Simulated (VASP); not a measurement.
A run of VASP 6.6.1 is set up as follows.

File POSCAR:

```
ZnS
1.0
    3.9331292863      0.0000000000      0.0000000000
   -1.9665646431      3.4061898783      0.0000000000
    0.0000000000      0.0000000000      6.4357932029
Zn S
2 2
Direct
    0.3333333333      0.6666666667      0.0050057581
    0.6666666667      0.3333333333      0.5050057581
    0.3333333333      0.6666666667      0.3799942419
    0.6666666667      0.3333333333      0.8799942419
```

Contents of INCAR.step1:

```
  ALGO = Normal
  EDIFF = 1E-4
  ENCUT = 520
  GGA = PE
  ISMEAR = 0
  LASPH = True
  LCHARG = False
  LREAL = False
  LWAVE = True
  NBANDS = 26
  NELM = 60
  PREC = Accurate
  SIGMA = 0.02
```

File INCAR.step2:

```
  ALGO = Normal
  EDIFF = 1E-7
  ENCUT = 520
  ISIF = 2
  ISMEAR = 0
  ISTART = 1
  LASPH = True
  LCHARG = True
  LELF = True
  LMIXTAU = True
  LREAL = False
  LVHAR = True
  LWAVE = False
  METAGGA = R2SCAN
  NBANDS = 26
  NELM = 60
  PREC = Accurate
  SIGMA = 0.02
```

Contents of KPOINTS:

```
k-points
0
Gamma
  6 6 4
```

Potentials or basis: VASP PAW PBE potentials, release 64 (Zn, S).

Command:

```bash
$ cat potpaw_PBE.64/Zn/POTCAR potpaw_PBE.64/S/POTCAR > POTCAR
$ cp INCAR.step1 INCAR
$ mpirun -np 1 vasp_std > vasp.out
$ cp INCAR.step2 INCAR
$ mpirun -np 1 vasp_std > vasp.out
```

(1) What does it give for the pressure?

(2) Predict the band gap on the k mesh.

(3) Predict the largest force.

Results:

(1) -6.1 GPa.

(2) 2.34 eV.

(3) 0.005 eV/Å.

Caveat: the cell stands under tension; the PAW data sets were made with another functional, which shifts forces and pressure a little.
